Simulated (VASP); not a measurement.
A run of VASP 6.6.1 is set up as follows.

Contents of INCAR:

```
SYSTEM = In3Se
ALGO = Normal
EDIFF = 1E-6
ENCUT = 520
GGA = PS
ISIF = 2
ISMEAR = 0
LASPH = .TRUE.
LCHARG = .TRUE.
LELF = .TRUE.
LREAL = .FALSE.
LVHAR = .TRUE.
LWAVE = .FALSE.
NBANDS = 30
NELM = 80
PREC = Accurate
SIGMA = 0.1
```

Contents of KPOINTS:

```
k-points
0
G
  10 10 10
  0 0 0
```

Contents of POSCAR:

```
In3Se
1.0
    4.6684208932      0.0000000000      0.0000000000
    0.0000000000      4.6684208932      0.0000000000
    0.0000000000      0.0000000000      4.6684208932
In Se
3 1
Direct
    0.0000000000      0.5000000000      0.5000000000
    0.5000000000      0.0000000000      0.5000000000
    0.5000000000      0.5000000000      0.0000000000
    0.0000000000      0.0000000000      0.0000000000
```

Potentials or basis: VASP PAW PBE potentials, release 64 (In_d, Se).

Run with:

```bash
$ cat potpaw_PBE.64/In_d/POTCAR potpaw_PBE.64/Se/POTCAR > POTCAR
$ mpirun -np 1 vasp_std > vasp.out
```

(1) Predict the pressure.

(2) Predict the band gap on the k mesh.

Results:

(1) 0.0 GPa.

(2) zero (an odd number of electrons rules out a gap without spin polarisation).

Caveat: the PAW data sets were made with another functional, which shifts forces and pressure a little; spin-orbit coupling is left out, which moves the levels of the heavy elements.
